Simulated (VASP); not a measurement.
# GaP (I-4m2) in VASP: single point with PBE

Aim: the single point of GaP with PBE.

Program: VASP 6.6.1. These are calculated values, not measurements. Logs are shortened: lines on timing, memory, paths and dates and some standing lists are left out, and cuts for length are marked.

## Step 1: The cell of the first run

Symmetry: I-4m2, No. 119, tetragonal system. The conventional cell has a = 3.854 Å, b = 3.854 Å, c = 5.232 Å, α = 90.00°, β = 90.00°, γ = 90.00°. Ga (site symmetry -4m2) has 4 P at 2.33 Å within 3.1 Å. Within 3.1 Å of P (site symmetry -4m2) lie 4 Ga at 2.33 Å.

## Step 2: Single point, PBE (strain -0.0400 x Voigt [0, 1, 0, 0, 0, 0])

INCAR reads:

```
SYSTEM = GaP
PREC = Accurate
ENCUT = 520
EDIFF = 1E-6
ISMEAR = 0
SIGMA = 0.05
LREAL = .False.
LASPH = .True.
NELM = 80
ALGO = Normal
ISIF = 2
LWAVE = .False.
LCHARG = .True.
GGA = PE
LELF = .True.
LVHAR = .True.
NBANDS = 16
```

KPOINTS reads:

```
Automatic mesh
0
Gamma
  8 8 8
  0 0 0
```

POSCAR reads:

```
GaP
1.0
    0.0000000000      2.6162400000      2.7252500000
    2.7252500000      0.0000000000      2.7252500000
    2.7252500000      2.6162400000      0.0000000000
Ga P
1 1
Direct
    0.0000000000      0.0000000000      0.0000000000
    0.7500000000      0.7500000000      0.7500000000
```

Potentials or basis: VASP PAW PBE potentials, release 64 (Ga_d, P).

Command:

```sh
cat potpaw_PBE.64/Ga_d/POTCAR potpaw_PBE.64/P/POTCAR > POTCAR
mpirun -np 1 vasp_std > vasp.out
```

OUTCAR:

```text
SYSTEM = GaP
   PREC = Accurate
   ENCUT = 520
   EDIFF = 1E-6
   ISMEAR = 0
   LREAL = .False.
   LASPH = .True.
   NELM = 80
   ISIF = 2
   GGA = PE

 ion  position               nearest neighbor table
   1  0.000  0.000  0.000-   2 2.33   2 2.33   2 2.33   2 2.33
   2  0.750  0.750  0.750-   1 2.33   1 2.33   1 2.33   1 2.33

  LATTYP: Found a body centered tetragonal cell.
 ALAT       =     3.8540855109
 C/A-ratio  =     1.3576450199

  Lattice vectors:

 A1 = (   0.0000000000,  -2.6162400000,   2.7252500000)
 A2 = (   0.0000000000,  -2.6162400000,  -2.7252500000)
 A3 = (   2.7252500000,   2.6162400000,   0.0000000000)

Analysis of symmetry for initial positions (statically):
=====================================================================
 Subroutine PRICEL returns:
 Original cell was already a primitive cell.

 Routine SETGRP: Setting up the symmetry group for a
 body centered tetragonal supercell.

 Subroutine GETGRP returns: Found  8 space group operations
 (whereof  8 operations were pure point group operations)
 out of a pool of 16 trial point group operations.

The static configuration has the point symmetry D_2d.

Analysis of symmetry for dynamics (positions and initial velocities):
=====================================================================
 Subroutine PRICEL returns:
 Original cell was already a primitive cell.

 Routine SETGRP: Setting up the symmetry group for a
 body centered tetragonal supercell.

 Subroutine GETGRP returns: Found  8 space group operations
 (whereof  8 operations were pure point group operations)
 out of a pool of 16 trial point group operations.

The dynamic configuration has the point symmetry D_2d.

 Subroutine INISYM returns: Found  8 space group operations
 (whereof  8 operations are pure point group operations),
 and found     1 'primitive' translations

----------------------------------------------------------------------------------------

                                     Primitive cell

  volume of cell :      38.8616

  direct lattice vectors                    reciprocal lattice vectors
     0.000000000  2.616240000  2.725250000    -0.183469406  0.191113965  0.183469406
     2.725250000  0.000000000  2.725250000     0.183469406 -0.191113965  0.183469406
     2.725250000  2.616240000  0.000000000     0.183469406  0.191113965 -0.183469406

  length of vectors
     3.777790267  3.854085511  3.777790267     0.322252376  0.322252376  0.322252376

  position of ions in fractional coordinates (direct lattice)
     0.000000000  0.000000000  0.000000000
     0.750000000  0.750000000  0.750000000

  ion indices of the primitive-cell ions
   primitive index   ion index
                 1           1
                 2           2

----------------------------------------------------------------------------------------

 KPOINTS: Automatic mesh

Automatic generation of k-mesh.
 Grid dimensions read from file:
 generate k-points for:    8    8    8

 Generating k-lattice:

  Cartesian coordinates                     Fractional coordinates (reciprocal lattice)
    -0.022933676  0.023889246  0.022933676     0.125000000  0.000000000  0.000000000
     0.022933676 -0.023889246  0.022933676    -0.000000000  0.125000000 -0.000000000
     0.022933676  0.023889246 -0.022933676     0.000000000  0.000000000  0.125000000

  Length of vectors
     0.040281547  0.040281547  0.040281547

  Shift w.r.t. Gamma in fractional coordinates (k-lattice)
     0.000000000  0.000000000  0.000000000

 Subroutine IBZKPT returns following result:
 ===========================================

 Found     59 irreducible k-points:

 Following reciprocal coordinates:
            Coordinates               Weight
  0.000000  0.000000  0.000000      1.000000
  0.125000  0.000000  0.000000      8.000000
  0.250000  0.000000  0.000000      8.000000
  0.375000  0.000000  0.000000      8.000000
  0.500000  0.000000  0.000000      4.000000
  0.125000  0.125000  0.000000      4.000000
[... 16 lines left out ...]
  0.250000  0.000000  0.125000      8.000000
  0.375000  0.000000  0.125000      8.000000
 [... further k-points ...]
   k-points           NKPTS =     59   k-points in BZ     NKDIM =     59   number of bands    NBANDS=     16
   number of dos      NEDOS =    301   number of ions     NIONS =      2
   total plane-waves  NPLWV =  23520
   dimension x,y,z NGX =    28 NGY =   30 NGZ =   28
   dimension x,y,z NGXF=    56 NGYF=   60 NGZF=   56
   ions per type =               1   1
   NGX,Y,Z   is equivalent  to a cutoff of  12.32, 12.94, 12.32 a.u.
   NGXF,Y,Z  is equivalent  to a cutoff of  24.64, 25.88, 24.64 a.u.
 SYSTEM =  GaP
   PREC   = accura    normal or accurate (medium, high low for compatibility)
   ISTART =      0    job   : 0-new  1-cont  2-samecut
   ICHARG =      2    charge: 1-file 2-atom 10-const
   ISPIN  =      1    spin polarized calculation?
   LNONCOLLINEAR =      F non collinear calculations
   LSORBIT =      F    spin-orbit coupling
   LASPH  =      T    aspherical Exc in radial PAW
   ENCUT  =  520.0 eV  38.22 Ry    6.18 a.u.   7.02  7.17  7.02*2*pi/ulx,y,z
   NELM   =     80;   NELMIN=  2; NELMDL= -5     # of ELM steps
   EDIFF  = 0.1E-05   stopping-criterion for ELM
   LREAL  =      F    real-space projection
   EDIFFG = 0.1E-04   stopping-criterion for IOM
   NSW    =      0    number of steps for IOM
   IBRION =     -1    ionic relax: 0-MD 1-quasi-New 2-CG
   NFREE  =      0    steps in history (QN), initial steepest desc. (CG)
   ISIF   =      2    stress and relaxation
   ISYM   =      2    0-nonsym 1-usesym 2-fastsym
   POTIM  = 0.5000    time-step for ionic-motion
   TEBEG  =    0.0;   TEEND  =   0.0 temperature during run
   PSTRESS=    0.0 pullay stress
   NELECT =      18.0000    total number of electrons
   NUPDOWN=      -1.0000    fix difference up-down
   EMIN   =  10.00;   EMAX   =-10.00  energy-range for DOS
   EFERMI =   0.00;   METHOD = LEGACY
   ISMEAR =     0;   SIGMA  =   0.05  broadening in eV -4-tet -1-fermi 0-gaus
   EFERMI_NEDOS =   21; number of points for ismear=-14 and -15
   IALGO  =     38    algorithm
   IMIX   =      4    mixing-type and parameters
     AMIX     =   0.40;   BMIX     =  1.00
     AMIX_MAG =   1.60;   BMIX_MAG =  1.00
  volume/ion in A,a.u.               =      19.43       131.13
  Fermi-wavevector in a.u.,A,eV,Ry     =   1.266657  2.393634 21.829447  1.604419
  Thomas-Fermi vector in A             =   2.399846
   LORBIT       =      0    0 simple, 1 ext, 2 COOP (PROOUT), +10 PAW based schemes
   GGA     = PE    functional components
   LHFCALC =     F    Hartree Fock is set to
   AEXX    =    0.0000 exact exchange contribution
   IVDW    =     0    specifies the selected vdW correction
   LEPSILON=     F    determine dielectric tensor
   LRPA    =     F    only Hartree local field effects (RPA)
 non-spin polarized calculation
 Gauss-broadening in eV      SIGMA  =   0.05
  energy-cutoff  :      520.00
  volume of cell :       38.86
 maximum number of plane-waves:      1063
   NGX = 13   NGY = 15   NGZ = 13

 number of electron      17.9999996 magnetization

 Free energy of the ion-electron system (eV)
  ---------------------------------------------------
  ext. energy  EPLUGINS =         0.00000000
  ---------------------------------------------------
  free energy    TOTEN  =        -9.06261650 eV

  energy without entropy =       -9.06261650  energy(sigma->0) =       -9.06261650

 E-fermi :   5.5054     XC(G=0): -10.0223

 val. band max:        5.2254575194   @ k =   0.0000   0.0000   0.0000
 cond. band min:       6.4025150262   @ k =   0.3750   0.0000   0.3750
 fundamental gap:      1.1770575068
 Fermi energy:         5.5054276885

 k-point     1 :       0.0000    0.0000    0.0000
  band No.  band energies     occupation
      1      -9.5525      2.00000
      2      -9.5525      2.00000
      3      -9.5403      2.00000
      4      -9.4395      2.00000
      5      -9.4336      2.00000
      6      -7.7242      2.00000
[... 8 lines left out ...]
     15      14.5485      0.00000
     16      15.2660      0.00000

 k-point     2 :       0.1250    0.0000    0.0000
  band No.  band energies     occupation
      1      -9.5662      2.00000
      2      -9.5471      2.00000
      3      -9.5383      2.00000
      4      -9.4399      2.00000
      5      -9.4332      2.00000
      6      -7.5102      2.00000
[... 8 lines left out ...]
     15      14.4731      0.00000
     16      15.0273      0.00000

 k-point     3 :       0.2500    0.0000    0.0000
  band No.  band energies     occupation
      1      -9.6014      2.00000
      2      -9.5356      2.00000
      3      -9.5278      2.00000
      4      -9.4395      2.00000
      5      -9.4304      2.00000
      6      -6.9042      2.00000
[... 8 lines left out ...]
     15      14.1327      0.00000
     16      15.2160      0.00000

 k-point     4 :       0.3750    0.0000    0.0000
  band No.  band energies     occupation
      1      -9.6327      2.00000
      2      -9.5270      2.00000
      3      -9.5193      2.00000
      4      -9.4365      2.00000
      5      -9.4245      2.00000
      6      -6.0524      2.00000
[... 8 lines left out ...]
     15      15.4526      0.00000
     16      15.4780      0.00000
[... 324 lines left out ...]
 k-point    22 :       0.1250    0.0000    0.1250
  band No.  band energies     occupation
      1      -9.5689      2.00000
      2      -9.5419      2.00000
      3      -9.5419      2.00000
      4      -9.4454      2.00000
      5      -9.4294      2.00000
      6      -7.4253      2.00000
[... 8 lines left out ...]
     15      14.8164      0.00000
     16      15.4971      0.00000

 k-point    23 :       0.2500    0.0000    0.1250
  band No.  band energies     occupation
      1      -9.6002      2.00000
      2      -9.5297      2.00000
      3      -9.5296      2.00000
      4      -9.4500      2.00000
      5      -9.4249      2.00000
      6      -6.9375      2.00000
[... 8 lines left out ...]
     15      14.9833      0.00000
     16      16.4061      0.00000

 k-point    24 :       0.3750    0.0000    0.1250
  band No.  band energies     occupation
      1      -9.6301      2.00000
      2      -9.5197      2.00000
      3      -9.5194      2.00000
      4      -9.4491      2.00000
      5      -9.4202      2.00000
      6      -6.1441      2.00000
[... 8 lines left out ...]
     15      16.1438      0.00000
     16      16.1907      0.00000

 [... further k-points ...]

------------------------ aborting loop because EDIFF is reached ----------------------------------------

  FORCE on cell =-STRESS in cart. coord.  units (eV):
  Direction    XX          YY          ZZ          XY          YZ          ZX
  --------------------------------------------------------------------------------------
  -------------------------------------------------------------------------------------
  Total        1.2969993      1.9672283      1.2969993      0.0000000      0.0000000      0.0000000
  in kB       53.4724470     81.1045242     53.4724470      0.0000000      0.0000000      0.0000000
  external PRESSURE =      62.6831394 kB  Pullay stress =       0.0000000 kB

 VOLUME and BASIS-vectors are now :
 -----------------------------------------------------------------------------
  energy-cutoff  :      520.00
  volume of cell :       38.86
      direct lattice vectors                 reciprocal lattice vectors
     0.000000000  2.616240000  2.725250000    -0.183469406  0.191113965  0.183469406
     2.725250000  0.000000000  2.725250000     0.183469406 -0.191113965  0.183469406
     2.725250000  2.616240000  0.000000000     0.183469406  0.191113965 -0.183469406

 POSITION                                       TOTAL-FORCE (eV/Angst)
 -----------------------------------------------------------------------------------
      0.00000      0.00000      0.00000         0.000000      0.000000      0.000000
      4.08788      3.92436      4.08788        -0.000000      0.000000      0.000000
 -----------------------------------------------------------------------------------
    total drift:                                0.000002     -0.000001      0.000001

  FREE ENERGIE OF THE ION-ELECTRON SYSTEM (eV)
  ---------------------------------------------------
  free  energy   TOTEN  =        -9.0626165010 eV

  energy  without entropy=       -9.0626165010  energy(sigma->0) =       -9.06261650
```

It took 70 s on 1 thread of AMD EPYC 7R13, shared host; peak memory 0.15 GiB.

Results:

* Free energy: -9.0626 eV
* Pressure: 6.3 GPa
* Band gap on the k mesh: 1.18 eV, indirect (least direct gap 2.01 eV)

Stress tensor (GPa, compression positive):
```
5.35 0.00 0.00
0.00 8.11 0.00
0.00 0.00 5.35
```

Caveat: the cell differs from its parent crystal (strain -0.0400 x Voigt [0, 1, 0, 0, 0, 0]).
